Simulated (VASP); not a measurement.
Set up this calculation in VASP 6.6.1, as the native input.

| Item | Value |
| --- | --- |
| Task | single point |
| Functional | PBE |
| Dispersion | D3(BJ) |
| Potentials or basis | VASP PAW PBE potentials, release 64 (Al, Au) |
| Cutoff | 520 eV |
| k mesh | 12 × 12 × 12 |
| Occupations | gaussian, width 0.1 eV |
| Spin | no spin polarisation |
| Dipole correction | no |
| Further INCAR settings | ALGO = Normal; EDIFF = 1e-06; NBANDS = 16 |

The structure of Al2Au (d3) lies in POSCAR:

```
Al2Au
1.0
    0.0000000000      2.9960241879      2.9960241879
    2.9960241879      0.0000000000      2.9960241879
    2.9960241879      2.9960241879      0.0000000000
Al Au
2 1
Direct
    0.2500000000      0.2500000000      0.2500000000
    0.7500000000      0.7500000000      0.7500000000
    0.0000000000      0.0000000000      0.0000000000
```

These files were run (other wordings do the same):

INCAR

```
  ALGO = Normal
  EDIFF = 1E-6
  ENCUT = 520
  GGA = PE
  ISIF = 2
  ISMEAR = 0
  IVDW = 12
  LASPH = True
  LCHARG = True
  LELF = True
  LREAL = False
  LVHAR = True
  LWAVE = False
  NBANDS = 16
  NELM = 60
  PREC = Accurate
  SIGMA = 0.1
```

KPOINTS

```
k-points
0
Gamma
  12 12 12
```

Potentials or basis: VASP PAW PBE potentials, release 64 (Al, Au).

The run is started by

```bash
$ cat potpaw_PBE.64/Al/POTCAR potpaw_PBE.64/Au/POTCAR > POTCAR
$ mpirun -np 1 vasp_std > vasp.out
```

Results of the run:

| Item | Value |
| --- | --- |
| Pressure | -0.2 GPa |
| Dispersion energy per atom | -0.404 eV |

Caveat: pairwise dispersion overbinds metals, which lowers pressure and volume.

Wall time 34 s on 1 thread of Intel(R) Xeon(R) Platinum 8375C CPU @ 2.90GHz (Ice Lake), on a shared host, peak memory 0.22 GiB.
